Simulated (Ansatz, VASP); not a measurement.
# Two plane-wave programs on Zr

The input INCAR:

```
SYSTEM = Zr
PREC = Accurate ; ENCUT = 600
EDIFF = 1E-7 ; ISMEAR = 1
SIGMA = 0.1 ; LREAL = .FALSE.
LASPH = .TRUE. ; NELM = 100
ALGO = Fast ; ISIF = 3
LWAVE = .FALSE. ; LCHARG = .FALSE.
GGA = CA ; IBRION = 2
NSW = 80 ; EDIFFG = -0.005
```

The input KPOINTS:

```
Automatic mesh
0
G
  16 16 10
  0 0 0
```

POSCAR

```
Zr
1.0
    3.2320000000      0.0000000000      0.0000000000
   -1.6160000000      2.7989941050      0.0000000000
    0.0000000000      0.0000000000      5.1470000000
Zr
2
Direct
    0.3333333333      0.6666666667      0.2500000000
    0.6666666667      0.3333333333      0.7500000000
```

Input for Ansatz:

```yaml
crystal:
  lattice:
    - [3.232, 0.0, 0.0]
    - [-1.616, 2.798994105, 0.0]
    - [0.0, 0.0, 5.147]
  atoms:
    - { symbol: Zr, position: [0.3333333333, 0.6666666667, 0.25] }
    - { symbol: Zr, position: [0.6666666667, 0.3333333333, 0.75] }
scf:
  occupations: { method: methfessel_paxton, width: 0.1 }
output:
  forces: true
  stress: true
  eigenvalues: true
hamiltonian:
  xc: lda
kpoints:
  mp_grid: { grid: [16, 16, 10] }
relax:
  f_tol: 0.005
  adjacent_minimum: "off"
  cell: { stress_tol: 0.02 }
```

Alike in both runs: task relaxation of cell and atoms; functional LDA; k mesh 16 × 16 × 10; occupations methfessel-paxton of order 1, width 0.1 eV; no spin polarisation.

|  | VASP | Ansatz |
| --- | --- | --- |
| version | VASP 6.6.1 | Ansatz 0.2.0 |
| potentials or method | VASP PAW LDA potentials, release 64 (Zr_sv) | scalar-relativistic, plane waves, PAW |
| plane-wave cutoff (eV) | 600 | 420 |
| valence electrons in the cell | 24 | 24 |

Ansatz gave:

* gap on the k mesh at the Fermi level, each at its own relaxed structure (eV): none
* relaxed volume (Å³/atom): 21.80
* relaxed length of the cell vector where the two differ most in proportion (Å): 5.079

Q: Estimate VASP's values.

A: gap on the k mesh at the Fermi level, each at its own relaxed structure (eV): none; relaxed volume (Å³/atom): 21.82; relaxed length of the cell vector where the two differ most in proportion (Å): 5.083.

LDA's correlation is that of Perdew and Zunger in VASP and of Perdew and Wang (1992) in Ansatz. A gap of «none» marks a metal or a gap that the smearing closes.
